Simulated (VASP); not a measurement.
# SiC (P3m1) in VASP: a series of runs, part 2 of 3

VASP 6.6.1. The steps go on from the part before.

### 3 Single point, PBE (atoms displaced along a vibrational mode, the cell strained)

INCAR

```
ALGO = Normal
EDIFF = 1E-7
ENCUT = 520
GGA = PE
ISIF = 2
ISMEAR = 0
LASPH = True
LCHARG = False
LREAL = False
LWAVE = False
NBANDS = 36
NELM = 80
PREC = Accurate
SIGMA = 0.05
```

KPOINTS

```
k-points
0
Gamma
  12 12 2
```

POSCAR

```
SiC
1.0
    3.1206255779      0.0000000000      0.0000000000
   -1.5603127889      2.7025410261      0.0000000000
    0.0000000000      0.0000000000     15.3123634084
Si C
6 6
Direct
    0.0000000000      0.0000000000      0.1250424503
    0.0000000000      0.0000000000      0.6250374675
    0.3333333333      0.6666666667      0.2919122018
    0.6666666667      0.3333333333      0.7917223860
    0.3333333333      0.6666666667      0.9583927143
    0.6666666667      0.3333333333      0.4582264355
    0.0000000000      0.0000000000      0.9957901969
    0.0000000000      0.0000000000      0.5035866889
    0.3333333333      0.6666666667      0.1704670362
    0.6666666667      0.3333333333      0.6631920368
    0.3333333333      0.6666666667      0.8370720018
    0.6666666667      0.3333333333      0.3295583838
```

Potentials or basis: VASP PAW PBE potentials, release 64 (Si, C).

Started as:

```console
$ cat potpaw_PBE.64/Si/POTCAR potpaw_PBE.64/C/POTCAR > POTCAR
$ mpirun -np 1 vasp_std > vasp.out
```

OUTCAR:

```text
EDIFF = 1E-7
   ENCUT = 520
   GGA = PE
   ISIF = 2
   ISMEAR = 0
   LASPH = True
   LREAL = False
   NELM = 80
   PREC = Accurate

 ion  position               nearest neighbor table
   1  0.000  0.000  0.125-   9 1.93   9 1.93   9 1.93   7 1.98   5 3.12   5 3.12   5 3.12   3 3.13
                             3 3.13   3 3.13
   2  0.000  0.000  0.625-   8 1.86  10 1.89  10 1.89  10 1.89   4 3.12   4 3.12   4 3.12   6 3.13
                             6 3.13   6 3.13
   3  0.333  0.667  0.292-   9 1.86  12 1.89  12 1.89  12 1.89   6 3.12   6 3.12   6 3.12   1 3.13
                             1 3.13   1 3.13
   4  0.667  0.333  0.792-  11 1.93  11 1.93  11 1.93  10 1.97   5 3.12   5 3.12   5 3.12   2 3.12
                             2 3.12   2 3.12
   5  0.333  0.667  0.958-  11 1.86   7 1.89   7 1.89   7 1.89   1 3.12   1 3.12   1 3.12   4 3.12
                             4 3.12   4 3.12
   6  0.667  0.333  0.458-   8 1.93   8 1.93   8 1.93  12 1.97   3 3.12   3 3.12   3 3.12   2 3.13
                             2 3.13   2 3.13
   7  0.000  0.000  0.996-   5 1.89   5 1.89   5 1.89   1 1.98
[... 1152 lines left out ...]
     36      15.3998      0.00000

 [... further k-points ...]

------------------------ aborting loop because EDIFF is reached ----------------------------------------

  FORCE on cell =-STRESS in cart. coord.  units (eV):
  Direction    XX          YY          ZZ          XY          YZ          ZX
  --------------------------------------------------------------------------------------
  -------------------------------------------------------------------------------------
  Total       -3.8546220     -3.8546220     -3.1594689     -0.0000000      0.0000000     -0.0000000
  in kB      -47.8229315    -47.8229315    -39.1984125     -0.0000000      0.0000000     -0.0000000
  external PRESSURE =     -44.9480919 kB  Pullay stress =       0.0000000 kB

 VOLUME and BASIS-vectors are now :
 -----------------------------------------------------------------------------
  energy-cutoff  :      520.00
  volume of cell :      129.14
      direct lattice vectors                 reciprocal lattice vectors
     3.120625578  0.000000000  0.000000000     0.320448569  0.185011067  0.000000000
    -1.560312789  2.702541026  0.000000000     0.000000000  0.370022135  0.000000000
     0.000000000  0.000000000 15.312363408     0.000000000  0.000000000  0.065306705

 POSITION                                       TOTAL-FORCE (eV/Angst)
 -----------------------------------------------------------------------------------
      0.00000      0.00000      1.91470         0.000000     -0.000000      0.160653
      0.00000      0.00000      9.57080        -0.000000     -0.000000      0.097956
     -0.00000      1.80169      4.46987         0.000000     -0.000000     -0.027505
      1.56031      0.90085     12.12314        -0.000000      0.000000      0.232444
     -0.00000      1.80169     14.67526         0.000000     -0.000000     -0.009948
      1.56031      0.90085      7.01653         0.000000     -0.000000      0.226304
      0.00000      0.00000     15.24790        -0.000000     -0.000000      1.524756
      0.00000      0.00000      7.71110         0.000000     -0.000000     -1.781824
     -0.00000      1.80169      2.61025        -0.000000     -0.000000     -1.640161
      1.56031      0.90085     10.15504        -0.000000     -0.000000      1.442253
     -0.00000      1.80169     12.81755         0.000000     -0.000000     -1.704812
      1.56031      0.90085      5.04632        -0.000000      0.000000      1.479884
 -----------------------------------------------------------------------------------
    total drift:                               -0.000000     -0.000000     -0.000347

  FREE ENERGIE OF THE ION-ELECTRON SYSTEM (eV)
  ---------------------------------------------------
  free  energy   TOTEN  =       -90.0472697778 eV

  energy  without entropy=      -90.0472697778  energy(sigma->0) =      -90.04726978
```

It took 5.4 min on 1 thread of Oxide Virtual Turin-like, shared host; peak memory 0.27 GiB.

Results:

- Free energy: -90.0473 eV
- Pressure: -4.5 GPa
- Largest force: 1.782 eV/Å
- Band gap on the k mesh: 1.98 eV (least direct gap 3.08 eV)

Forces in eV/Å, atoms in the order of the input:
```
Si   0.000  0.000  0.161
Si   0.000  0.000  0.098
Si   0.000  0.000 -0.028
Si   0.000  0.000  0.232
Si   0.000  0.000 -0.010
Si   0.000  0.000  0.226
C    0.000  0.000  1.525
C    0.000  0.000 -1.782
C    0.000  0.000 -1.640
C    0.000  0.000  1.442
C    0.000  0.000 -1.705
C    0.000  0.000  1.480
```

Levels at points of the mesh, in eV from the valence-band top:
```tsv
k point	band 22	band 23	band 24	band 25	band 26	band 27
(0.00, 0.00, 0.00)	-0.07	0.00	0.00	4.82	4.98	5.36
(0.50, 0.00, 0.00)	-1.74	-1.65	-1.09	1.98	2.17	3.11
(0.00, 0.00, 0.50)	-0.11	-0.07	-0.07	4.86	4.90	5.53
(0.50, 0.00, 0.50)	-1.62	-1.30	-1.28	2.01	2.03	3.28
```

Caveat: the cell differs from its parent crystal (atoms displaced along a vibrational mode, the cell strained); the cell stands under tension; forces of over 1 eV/Å act on the atoms, so gaps and moduli don't describe the material at rest.

### 4 Single point, PBE (atoms displaced along a vibrational mode, the cell strained)

INCAR

```
SYSTEM = SiC
ALGO = Normal
EDIFF = 1E-7
ENCUT = 520
GGA = PE
ISIF = 2
ISMEAR = 0
LASPH = .TRUE.
LCHARG = .FALSE.
LREAL = .FALSE.
LWAVE = .FALSE.
NBANDS = 36
NELM = 60
PREC = Accurate
SIGMA = 0.05
```

KPOINTS

```
k-points
0
G
  12 12 2
  0 0 0
```

POSCAR

```
SiC
1.0
    3.1466230537      0.0000000000      0.0000000000
   -1.5733115268      2.7250555006      0.0000000000
    0.0000000000      0.0000000000     15.4399284710
Si C
6 6
Direct
    0.0000000000      0.0000000000      0.1250405817
    0.0000000000      0.0000000000      0.6250393361
    0.3333333333      0.6666666667      0.2918410209
    0.6666666667      0.3333333333      0.7917935669
    0.3333333333      0.6666666667      0.9583303597
    0.6666666667      0.3333333333      0.4582887901
    0.0000000000      0.0000000000      0.9987138814
    0.0000000000      0.0000000000      0.5006630044
    0.3333333333      0.6666666667      0.1677389114
    0.6666666667      0.3333333333      0.6659201616
    0.3333333333      0.6666666667      0.8342543950
    0.6666666667      0.3333333333      0.3323759906
```

Potentials or basis: VASP PAW PBE potentials, release 64 (Si, C).

Started as:

```console
$ cat potpaw_PBE.64/Si/POTCAR potpaw_PBE.64/C/POTCAR > POTCAR
$ mpirun -np 1 vasp_std > vasp.out
```

OUTCAR:

```text
SYSTEM = SiC
   EDIFF = 1E-7
   ENCUT = 520
   GGA = PE
   ISIF = 2
   ISMEAR = 0
   LASPH = .TRUE.
   LREAL = .FALSE.
   NELM = 60
   PREC = Accurate

 ion  position               nearest neighbor table
   1  0.000  0.000  0.125-   9 1.93   9 1.93   9 1.93   7 1.95
   2  0.000  0.000  0.625-   8 1.92  10 1.92  10 1.92  10 1.92
   3  0.333  0.667  0.292-   9 1.92  12 1.92  12 1.92  12 1.92   6 3.15   6 3.15   6 3.15
   4  0.667  0.333  0.792-  11 1.93  11 1.93  11 1.93  10 1.94   5 3.15   5 3.15   5 3.15
   5  0.333  0.667  0.958-  11 1.92   7 1.92   7 1.92   7 1.92   4 3.15   4 3.15   4 3.15
[... 1170 lines left out ...]
  energy-cutoff  :      520.00
  volume of cell :      132.39
      direct lattice vectors                 reciprocal lattice vectors
     3.146623054  0.000000000  0.000000000     0.317801015  0.183482502  0.000000000
    -1.573311527  2.725055501  0.000000000     0.000000000  0.366965003  0.000000000
     0.000000000  0.000000000 15.439928471     0.000000000  0.000000000  0.064767139

 POSITION                                       TOTAL-FORCE (eV/Angst)
 -----------------------------------------------------------------------------------
      0.00000      0.00000      1.93062         0.000000      0.000000      0.041867
      0.00000      0.00000      9.65056        -0.000000      0.000000      0.000441
     -0.00000      1.81670      4.50600        -0.000000      0.000000     -0.039633
      1.57331      0.90835     12.22524         0.000000      0.000000      0.048178
     -0.00000      1.81670     14.79655        -0.000000      0.000000     -0.039083
      1.57331      0.90835      7.07595        -0.000000     -0.000000      0.044160
      0.00000      0.00000     15.42007         0.000000      0.000000      0.376399
      0.00000      0.00000      7.73020        -0.000000      0.000000     -0.407464
     -0.00000      1.81670      2.58988        -0.000000      0.000000     -0.371264
      1.57331      0.90835     10.28176        -0.000000      0.000000      0.359645
     -0.00000      1.81670     12.88083         0.000000     -0.000000     -0.384359
      1.57331      0.90835      5.13186         0.000000     -0.000000      0.371113
 -----------------------------------------------------------------------------------
    total drift:                               -0.000000     -0.000000      0.000226

  FREE ENERGIE OF THE ION-ELECTRON SYSTEM (eV)
  ---------------------------------------------------
  free  energy   TOTEN  =       -90.1577408466 eV

  energy  without entropy=      -90.1577408466  energy(sigma->0) =      -90.15774085
```

OSZICAR:

```text
N       E                     dE             d eps       ncg     rms          rms(c)
DAV:   1     0.117913392254E+03    0.11791E+03   -0.21494E+04  2736   0.120E+03
DAV:   2    -0.881266630790E+02   -0.20604E+03   -0.19335E+03  3592   0.201E+02
DAV:   3    -0.100060710962E+03   -0.11934E+02   -0.11847E+02  3572   0.461E+01
DAV:   4    -0.100257619286E+03   -0.19691E+00   -0.19642E+00  3496   0.677E+00
DAV:   5    -0.100262256713E+03   -0.46374E-02   -0.46327E-02  3488   0.992E-01    0.200E+01
DAV:   6    -0.903412797429E+02    0.99210E+01   -0.30860E+01  3376   0.201E+01    0.881E+00
DAV:   7    -0.902029008272E+02    0.13838E+00   -0.27124E+00  3668   0.625E+00    0.394E+00
DAV:   8    -0.901606959366E+02    0.42205E-01   -0.16033E-01  3316   0.165E+00    0.127E+00
DAV:   9    -0.901567908738E+02    0.39051E-02   -0.25769E-02  3404   0.748E-01    0.190E-01
DAV:  10    -0.901575652980E+02   -0.77442E-03   -0.24997E-03  3480   0.208E-01    0.988E-02
DAV:  11    -0.901577361527E+02   -0.17085E-03   -0.42626E-04  3180   0.106E-01    0.202E-02
DAV:  12    -0.901577383288E+02   -0.21761E-05   -0.15557E-05  3496   0.198E-02    0.893E-03
DAV:  13    -0.901577399739E+02   -0.16451E-05   -0.22614E-06  3516   0.693E-03    0.205E-03
DAV:  14    -0.901577404370E+02   -0.46308E-06   -0.21338E-07  2716   0.238E-03    0.112E-03
DAV:  15    -0.901577408132E+02   -0.37618E-06   -0.14700E-07  2212   0.189E-03    0.759E-04
DAV:  16    -0.901577408466E+02   -0.33412E-07   -0.11732E-08  1916   0.672E-04
   1 F= -.90157741E+02 E0= -.90157741E+02  d E =-.713672E-12
```

stdout:

```text
POSCAR found type information on POSCAR SiC
 POSCAR found :  2 types and      12 ions
 scaLAPACK will be used
 LDA part: xc-table for (Slater+PW92), standard interpolation
 POSCAR, INCAR and KPOINTS ok, starting setup
 FFT: planning ... GRIDC
 FFT: planning ... GRID_SOFT
 FFT: planning ... GRID
 WAVECAR not read
 entering main loop
```

It took 4.2 min on 1 thread of Oxide Virtual Turin-like, shared host; peak memory 0.28 GiB.

What came out:

```yaml
Free_energy: -90.1577 eV
Pressure: -9.6 GPa
Largest_force: 0.407 eV/Å
Band_gap_on_the_k_mesh: 2.04 eV (least direct gap 3.12 eV)
```

Forces on the atoms (eV/Å):
```
Si   0.000  0.000  0.042
Si   0.000  0.000  0.000
Si   0.000  0.000 -0.040
Si   0.000  0.000  0.048
Si   0.000  0.000 -0.039
Si   0.000  0.000  0.044
C    0.000  0.000  0.376
C    0.000  0.000 -0.407
C    0.000  0.000 -0.371
C    0.000  0.000  0.360
C    0.000  0.000 -0.384
C    0.000  0.000  0.371
```

Stress tensor (GPa, compression positive):
```
-9.62  0.00  0.00
 0.00 -9.62  0.00
 0.00  0.00 -9.49
```

Caveat: the cell differs from its parent crystal (atoms displaced along a vibrational mode, the cell strained); the cell stands under tension. A k mesh can miss the band edges.

(Continued in part 3 of 3.)
